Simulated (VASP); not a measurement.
# Ta (I4/mmm) in VASP: further runs

Ta is run at these levels: PBE; tasks: single point.

All numbers are computed with VASP 6.6.1; they aren't measurements. Logs are shortened: lines on timing, memory, paths and dates and some standing lists are left out, and cuts for length are marked.

## 1. The cell of the first run

It takes space group I4/mmm (No. 139, tetragonal). Conventional cell: a = 3.003 Å, b = 3.003 Å, c = 4.298 Å, α = 90.00°, β = 90.00°, γ = 90.00°. Within 4.0 Å of Ta (site symmetry 4/mmm) lie 12 Ta at 3.00 to 3.02 Å.

## 2. Single point, PBE (volume 19.377 Å^3 an atom, c/a of the conventional cell 1.4315)

Contents of INCAR:

```
  PREC = Accurate
  ENCUT = 520
  EDIFF = 1E-7
  ISMEAR = 0
  SIGMA = 0.15
  LREAL = False
  LASPH = True
  NELM = 60
  ALGO = Fast
  ISIF = 2
  LWAVE = False
  LCHARG = True
  GGA = PE
  LELF = True
  LVHAR = True
  NBANDS = 12
```

Contents of KPOINTS:

```
Automatic mesh
0
Gamma
  20 20 20
```

Contents of POSCAR:

```
Ta
1.0
   -1.5013377285      1.5013377285      2.1491649584
    1.5013377285     -1.5013377285      2.1491649584
    1.5013377285      1.5013377285     -2.1491649584
Ta
1
Direct
    0.0000000000      0.0000000000      0.0000000000
```

Potentials or basis: VASP PAW PBE potentials, release 64 (Ta_pv).

On the command line:

```console
$ cat potpaw_PBE.64/Ta_pv/POTCAR > POTCAR
$ mpirun -np 1 vasp_std > vasp.out
```

OUTCAR:

```text
PREC = Accurate
   ENCUT = 520
   EDIFF = 1E-7
   ISMEAR = 0
   LREAL = False
   LASPH = True
   NELM = 60
   ISIF = 2
   GGA = PE

 ion  position               nearest neighbor table
   1  0.000  0.000  0.000-

  LATTYP: Found a body centered tetragonal cell.
 ALAT       =     3.0026754570
 C/A-ratio  =     1.4315000000

  Lattice vectors:

 A1 = (  -1.5013377285,   1.5013377285,   2.1491649584)
 A2 = (   1.5013377285,  -1.5013377285,   2.1491649584)
 A3 = (   1.5013377285,   1.5013377285,  -2.1491649584)

Analysis of symmetry for initial positions (statically):
=====================================================================
 Subroutine PRICEL returns:
 Original cell was already a primitive cell.

 Routine SETGRP: Setting up the symmetry group for a
 body centered tetragonal supercell.

 Subroutine GETGRP returns: Found 16 space group operations
 (whereof 16 operations were pure point group operations)
 out of a pool of 16 trial point group operations.

The static configuration has the point symmetry D_4h.

Analysis of symmetry for dynamics (positions and initial velocities):
=====================================================================
 Subroutine PRICEL returns:
 Original cell was already a primitive cell.

 Routine SETGRP: Setting up the symmetry group for a
 body centered tetragonal supercell.

 Subroutine GETGRP returns: Found 16 space group operations
 (whereof 16 operations were pure point group operations)
 out of a pool of 16 trial point group operations.

The dynamic configuration has the point symmetry D_4h.

 Subroutine INISYM returns: Found 16 space group operations
 (whereof 16 operations are pure point group operations),
 and found     1 'primitive' translations

----------------------------------------------------------------------------------------

                                     Primitive cell

  volume of cell :      19.3770

  direct lattice vectors                    reciprocal lattice vectors
    -1.501337729  1.501337729  2.149164958     0.000000000  0.333036325  0.232648498
     1.501337729 -1.501337729  2.149164958     0.333036325  0.000000000  0.232648498
     1.501337729  1.501337729 -2.149164958     0.333036325  0.333036325  0.000000000

  length of vectors
     3.021082582  3.021082582  3.021082582     0.406249329  0.406249329  0.470984488

  position of ions in fractional coordinates (direct lattice)
[... 77 lines left out ...]
   EDIFF  = 0.1E-06   stopping-criterion for ELM
   LREAL  =      F    real-space projection
   EDIFFG = 0.1E-05   stopping-criterion for IOM
   NSW    =      0    number of steps for IOM
   IBRION =     -1    ionic relax: 0-MD 1-quasi-New 2-CG
   NFREE  =      0    steps in history (QN), initial steepest desc. (CG)
   ISIF   =      2    stress and relaxation
   ISYM   =      2    0-nonsym 1-usesym 2-fastsym
   POTIM  = 0.5000    time-step for ionic-motion
   TEBEG  =    0.0;   TEEND  =   0.0 temperature during run
   PSTRESS=    0.0 pullay stress
   NELECT =      11.0000    total number of electrons
   NUPDOWN=      -1.0000    fix difference up-down
   EMIN   =  10.00;   EMAX   =-10.00  energy-range for DOS
   EFERMI =   0.00;   METHOD = LEGACY
   ISMEAR =     0;   SIGMA  =   0.15  broadening in eV -4-tet -1-fermi 0-gaus
   EFERMI_NEDOS =   21; number of points for ismear=-14 and -15
   IALGO  =     68    algorithm
   IMIX   =      4    mixing-type and parameters
     AMIX     =   0.40;   BMIX     =  1.00
     AMIX_MAG =   1.60;   BMIX_MAG =  1.00
  volume/ion in A,a.u.               =      19.38       130.76
  Fermi-wavevector in a.u.,A,eV,Ry     =   1.355533  2.561587 25.000307  1.837471
  Thomas-Fermi vector in A             =   2.482613
   LORBIT       =      0    0 simple, 1 ext, 2 COOP (PROOUT), +10 PAW based schemes
   GGA     = PE    functional components
   LHFCALC =     F    Hartree Fock is set to
   AEXX    =    0.0000 exact exchange contribution
   IVDW    =     0    specifies the selected vdW correction
   LEPSILON=     F    determine dielectric tensor
   LRPA    =     F    only Hartree local field effects (RPA)
 non-spin polarized calculation
 RMM-DIIS sequential band-by-band and
 Gauss-broadening in eV      SIGMA  =   0.15
  energy-cutoff  :      520.00
  volume of cell :       19.38
 maximum number of plane-waves:       540
   NGX = 11   NGY = 11   NGZ = 11

 number of electron      10.9999999 magnetization

 Free energy of the ion-electron system (eV)
  ---------------------------------------------------
  ext. energy  EPLUGINS =         0.00000000
  ---------------------------------------------------
  free energy    TOTEN  =       -11.57283303 eV

  energy without entropy =      -11.55887273  energy(sigma->0) =      -11.56585288

 E-fermi :   5.2653     XC(G=0): -12.2527

 val. band max:        5.2622080886   @ k =  -0.2000   0.2000   0.2000
 cond. band min:       5.2682462801   @ k =  -0.3500   0.3500   0.1000
 fundamental gap:      0.0060381915
 Fermi energy:         5.2653156000

 k-point     1 :       0.0000    0.0000    0.0000
  band No.  band energies     occupation
      1     -28.4785      2.00000
      2     -28.4774      2.00000
      3     -28.4774      2.00000
      4      -2.7245      2.00000
      5       5.6211      0.00080
      6       5.7748      0.00000
      7       5.7748      0.00000
      8       8.4828      0.00000
      9       8.6984      0.00000
     10      17.6411      0.00000
     11      19.2947      0.00000
     12      22.1159      0.00000
[... 331 lines left out ...]
 k-point    24 :      -0.3500    0.0500    0.0000
  band No.  band energies     occupation
      1     -29.1701      2.00000
      2     -28.5898      2.00000
      3     -28.5689      2.00000
      4       0.3054      2.00000
      5       4.6252      2.00000
      6       5.7613      0.00000
      7       5.9385      0.00000
      8       9.2416      0.00000
      9       9.8491      0.00000
     10      16.5051      0.00000
     11      19.2876      0.00000
     12      19.8033      0.00000

 [... further k-points ...]
[... 5 lines left out ...]
  --------------------------------------------------------------------------------------
  -------------------------------------------------------------------------------------
  Total       -0.6646832     -0.6646832     -0.5384219      0.0000000      0.0000000     -0.0000000
  in kB      -54.9589934    -54.9589934    -44.5191376      0.0000000      0.0000000     -0.0000000
  external PRESSURE =     -51.4790415 kB  Pullay stress =       0.0000000 kB

 VOLUME and BASIS-vectors are now :
 -----------------------------------------------------------------------------
  energy-cutoff  :      520.00
  volume of cell :       19.38
      direct lattice vectors                 reciprocal lattice vectors
    -1.501337729  1.501337729  2.149164958     0.000000000  0.333036325  0.232648498
     1.501337729 -1.501337729  2.149164958     0.333036325  0.000000000  0.232648498
     1.501337729  1.501337729 -2.149164958     0.333036325  0.333036325  0.000000000

 POSITION                                       TOTAL-FORCE (eV/Angst)
 -----------------------------------------------------------------------------------
      0.00000      0.00000      0.00000        -0.000000      0.000000      0.000000
 -----------------------------------------------------------------------------------
    total drift:                                0.000000      0.000000      0.000000

  FREE ENERGIE OF THE ION-ELECTRON SYSTEM (eV)
  ---------------------------------------------------
  free  energy   TOTEN  =       -11.5728330288 eV

  energy  without entropy=      -11.5588727284  energy(sigma->0) =      -11.56585288
```

stdout:

```text
POSCAR found type information on POSCAR Ta
 POSCAR found :  1 types and       1 ions
 scaLAPACK will be used
 LDA part: xc-table for (Slater+PW92), standard interpolation
 POSCAR, INCAR and KPOINTS ok, starting setup
 FFT: planning ... GRIDC
 FFT: planning ... GRID_SOFT
 FFT: planning ... GRID
 WAVECAR not read
 entering main loop
WARNING in EDDRMM: call to ZHEGV failed, returncode =   8  4     10
WARNING in EDDRMM: call to ZHEGV failed, returncode =   8  4     12
WARNING in EDDRMM: call to ZHEGV failed, returncode =   6  3     12
WARNING in EDDRMM: call to ZHEGV failed, returncode =   8  4     10
WARNING in EDDRMM: call to ZHEGV failed, returncode =   8  4     12
WARNING in EDDRMM: call to ZHEGV failed, returncode =   8  4     12
```

Wall time 83 s (1 thread of Intel Xeon 6975P-C, shared host); peak memory 0.26 GiB.

Results:

```
Free energy : -11.5728 eV
Pressure    : -5.1 GPa
```

Stress tensor (GPa, compression positive):
```
-5.50  0.00  0.00
 0.00 -5.50  0.00
 0.00  0.00 -4.45
```

Caveat: spin-orbit coupling is left out, which moves the levels of the heavy elements.

## 3. Single point, PBE (volume 18.646 Å^3 an atom, c/a of the conventional cell 1.5197)

Contents of INCAR:

```
PREC     = Accurate       # precision mode
ENCUT    = 520            # plane-wave cutoff, eV
EDIFF    = 1E-7           # SCF threshold, eV
ISMEAR   = 0              # smearing method
SIGMA    = 0.15           # smearing width, eV
LREAL    = F              # projectors in reciprocal space
LASPH    = T              # aspherical terms in the spheres
NELM     = 60             # most SCF steps
ALGO     = Fast           # electronic algorithm
ISIF     = 2              # what is computed and relaxed
LWAVE    = F              # write WAVECAR
LCHARG   = T              # write CHGCAR
GGA      = PE             # functional
LELF     = T              # ELF
LVHAR    = T            
NBANDS   = 12             # bands
```

KPOINTS is that of step 2.

Contents of POSCAR:

```
Ta
1.0
   -1.4529676392      1.4529676392      2.2080749212
    1.4529676392     -1.4529676392      2.2080749212
    1.4529676392      1.4529676392     -2.2080749212
Ta
1
Direct
    0.0000000000      0.0000000000      0.0000000000
```

Potentials or basis: VASP PAW PBE potentials, release 64 (Ta_pv).

On the command line:

```console
$ cat potpaw_PBE.64/Ta_pv/POTCAR > POTCAR
$ mpirun -np 1 vasp_std > vasp.out
```

OUTCAR:

```text
PREC = Accurate
   ENCUT = 520
   EDIFF = 1E-7
   ISMEAR = 0
   LREAL = F
   LASPH = T
   NELM = 60
   ISIF = 2
   GGA = PE

 ion  position               nearest neighbor table
   1  0.000  0.000  0.000-

  LATTYP: Found a body centered tetragonal cell.
 ALAT       =     2.9059352784
 C/A-ratio  =     1.5196999999

  Lattice vectors:

 A1 = (  -1.4529676392,   1.4529676392,   2.2080749212)
 A2 = (   1.4529676392,  -1.4529676392,   2.2080749212)
 A3 = (   1.4529676392,   1.4529676392,  -2.2080749212)

Analysis of symmetry for initial positions (statically):
=====================================================================
 Subroutine PRICEL returns:
 Original cell was already a primitive cell.

 Routine SETGRP: Setting up the symmetry group for a
 body centered tetragonal supercell.

 Subroutine GETGRP returns: Found 16 space group operations
 (whereof 16 operations were pure point group operations)
 out of a pool of 16 trial point group operations.

The static configuration has the point symmetry D_4h.

Analysis of symmetry for dynamics (positions and initial velocities):
=====================================================================
[... 162 lines left out ...]
 Fermi energy:         5.5463995787

 k-point     1 :       0.0000    0.0000    0.0000
  band No.  band energies     occupation
      1     -28.0233      2.00000
      2     -27.9990      2.00000
      3     -27.9990      2.00000
      4      -2.5745      2.00000
      5       5.4213      1.76180
      6       6.3919      0.00000
      7       6.3919      0.00000
      8       8.3048      0.00000
      9       9.7211      0.00000
     10      18.1397      0.00000
     11      19.7582      0.00000
     12      21.6118      0.00000
[... 331 lines left out ...]
 k-point    24 :      -0.3500    0.0500   -0.0000
  band No.  band energies     occupation
      1     -28.8132      2.00000
      2     -28.1678      2.00000
      3     -28.0748      2.00000
      4       0.5396      2.00000
      5       4.9352      2.00000
      6       5.7585      0.04557
      7       6.6066      0.00000
      8       9.7305      0.00000
      9      10.3701      0.00000
     10      17.1420      0.00000
     11      19.7529      0.00000
     12      20.5224      0.00000

 [... further k-points ...]
[... 5 lines left out ...]
  --------------------------------------------------------------------------------------
  -------------------------------------------------------------------------------------
  Total       -0.1485517     -0.1485517      0.7043624      0.0000000      0.0000000      0.0000000
  in kB      -12.7644651    -12.7644651     60.5230862      0.0000000      0.0000000      0.0000000
  external PRESSURE =      11.6647186 kB  Pullay stress =       0.0000000 kB

 VOLUME and BASIS-vectors are now :
 -----------------------------------------------------------------------------
  energy-cutoff  :      520.00
  volume of cell :       18.65
      direct lattice vectors                 reciprocal lattice vectors
    -1.452967639  1.452967639  2.208074921     0.000000000  0.344123287  0.226441592
     1.452967639 -1.452967639  2.208074921     0.344123287  0.000000000  0.226441592
     1.452967639  1.452967639 -2.208074921     0.344123287  0.344123287  0.000000000

 POSITION                                       TOTAL-FORCE (eV/Angst)
 -----------------------------------------------------------------------------------
      0.00000      0.00000      0.00000         0.000000      0.000000      0.000000
 -----------------------------------------------------------------------------------
    total drift:                               -0.000000      0.000000      0.000000

  FREE ENERGIE OF THE ION-ELECTRON SYSTEM (eV)
  ---------------------------------------------------
  free  energy   TOTEN  =       -11.6013565498 eV

  energy  without entropy=      -11.5854560231  energy(sigma->0) =      -11.59340629
```

OSZICAR:

```text
N       E                     dE             d eps       ncg     rms          rms(c)
DAV:   1     0.608721585989E+02    0.60872E+02   -0.60971E+03 15416   0.870E+02
DAV:   2    -0.110551003216E+02   -0.71927E+02   -0.70149E+02 17052   0.243E+02
DAV:   3    -0.120911626914E+02   -0.10361E+01   -0.10269E+01 18640   0.275E+01
DAV:   4    -0.120941503697E+02   -0.29877E-02   -0.29872E-02 17032   0.164E+00
DAV:   5    -0.120941608549E+02   -0.10485E-04   -0.10485E-04 18652   0.935E-02    0.125E+01
RMM:   6    -0.117169990188E+02    0.37716E+00   -0.26046E-01 16462   0.430E+00    0.602E+00
RMM:   7    -0.116017511158E+02    0.11525E+00   -0.27931E-01 17194   0.434E+00    0.373E-01
RMM:   8    -0.116012648185E+02    0.48630E-03   -0.11930E-02 18782   0.100E+00    0.286E-01
RMM:   9    -0.116013769228E+02   -0.11210E-03   -0.17545E-03 19398   0.374E-01    0.649E-02
RMM:  10    -0.116013536876E+02    0.23235E-04   -0.25292E-04 20124   0.133E-01    0.167E-02
RMM:  11    -0.116013550809E+02   -0.13932E-05   -0.50899E-05 20409   0.541E-02    0.771E-03
RMM:  12    -0.116013561843E+02   -0.11035E-05   -0.76048E-06 20800   0.202E-02    0.666E-03
RMM:  13    -0.116013564738E+02   -0.28949E-06   -0.22784E-06 19952   0.108E-02    0.336E-03
RMM:  14    -0.116013565498E+02   -0.76026E-07   -0.47023E-07 16049   0.490E-03
   1 F= -.11601357E+02 E0= -.11593406E+02  d E =-.159005E-01
```

stdout:

```text
POSCAR found type information on POSCAR Ta
 POSCAR found :  1 types and       1 ions
 scaLAPACK will be used
 LDA part: xc-table for (Slater+PW92), standard interpolation
 POSCAR, INCAR and KPOINTS ok, starting setup
 FFT: planning ... GRIDC
 FFT: planning ... GRID_SOFT
 FFT: planning ... GRID
 WAVECAR not read
 entering main loop
WARNING in EDDRMM: call to ZHEGV failed, returncode =   6  3     11
WARNING in EDDRMM: call to ZHEGV failed, returncode =   8  4     11
WARNING in EDDRMM: call to ZHEGV failed, returncode =   8  4     11
WARNING in EDDRMM: call to ZHEGV failed, returncode =   6  3     11
WARNING in EDDRMM: call to ZHEGV failed, returncode =   8  4     11
```

It took 5.9 min on 1 thread of AMD EPYC 7R13, shared host; peak memory 0.23 GiB.

What came out:

```yaml
Free_energy: -11.6014 eV
Pressure: 1.2 GPa
```

Levels at points of the mesh, in eV from the Fermi level:
| k point | band 2 | band 3 | band 4 | band 5 | band 6 | band 7 | band 8 | band 9 |
| --- | --- | --- | --- | --- | --- | --- | --- | --- |
| (0.00, 0.00, 0.00) | -33.55 | -33.55 | -8.12 | -0.13 | 0.85 | 0.85 | 2.76 | 4.17 |
| (0.50, 0.00, 0.00) | -33.75 | -33.63 | -4.60 | -0.23 | 0.75 | 0.78 | 5.60 | 6.10 |
| (0.50, 0.50, 0.00) | -34.05 | -33.89 | -4.35 | -3.35 | 3.41 | 5.68 | 5.99 | 7.10 |
| (0.50, 0.50, 0.50) | -33.84 | -33.84 | -4.47 | -3.24 | 2.13 | 5.96 | 6.52 | 6.52 |

Caveat: spin-orbit coupling is left out, which moves the levels of the heavy elements.
